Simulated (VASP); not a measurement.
Wanted: the native input for a VASP 6.6.1 run.

* Task: single point
* Functional: LDA
* Potentials or basis: VASP PAW LDA potentials, release 64 (Bi_d)
* Cutoff: 500 eV
* k mesh: 13 × 13 × 7
* Occupations: fermi-dirac, width 0.1 eV
* Spin: no spin polarisation
* Dipole correction: no
* Further INCAR settings: ALGO = Normal; EDIFF = 1e-06; NBANDS = 22

The structure of Bi lies in POSCAR:

```
Bi
1.0
    3.4137889839      0.0000000000      0.0000000000
   -1.7068944919      2.9564279832      0.0000000000
    0.0000000000      0.0000000000      5.3687435900
Bi
2
Direct
    0.3333333333      0.6666666667      0.2500000000
    0.6666666667      0.3333333333      0.7500000000
```

This isn't the form of Bi at room conditions, which is rhombohedral.

One way to write it, as run:

INCAR

```
SYSTEM = Bi
ALGO     = Normal         ! electronic algorithm
EDIFF    = 1E-6           ! SCF threshold, eV
ENCUT    = 500            ! plane-wave cutoff, eV
GGA      = CA             ! functional
GGA_COMPAT= .False.      
ISIF     = 2              ! what is computed and relaxed
ISMEAR   = -1             ! smearing method
LASPH    = .True.         ! aspherical terms in the spheres
LCHARG   = .True.         ! write CHGCAR
LELF     = .True.         ! ELF
LREAL    = .False.        ! projectors in reciprocal space
LVHAR    = .True.       
LWAVE    = .False.        ! write WAVECAR
NBANDS   = 22             ! bands
NELM     = 120            ! most SCF steps
PREC     = Accurate       ! precision mode
SIGMA    = 0.1            ! smearing width, eV
```

KPOINTS

```
k-points
0
Gamma
  13 13 7
  0 0 0
```

Potentials or basis: VASP PAW LDA potentials, release 64 (Bi_d).

Command:

```sh
$ cat potpaw_LDA.64/Bi_d/POTCAR > POTCAR
$ mpirun -np 1 vasp_std > vasp.out
```

It gave:

The pressure is 6.4 GPa and the band gap on the k mesh is zero (bands 15 and 16 overlap by 6.89 eV).

Caveat: the cell stands under pressure; spin-orbit coupling is left out, which moves the levels of the heavy elements.

Wall time 81 s on 1 thread of Intel Xeon 8259CL, with other jobs on the host, peak memory 0.2 GiB.
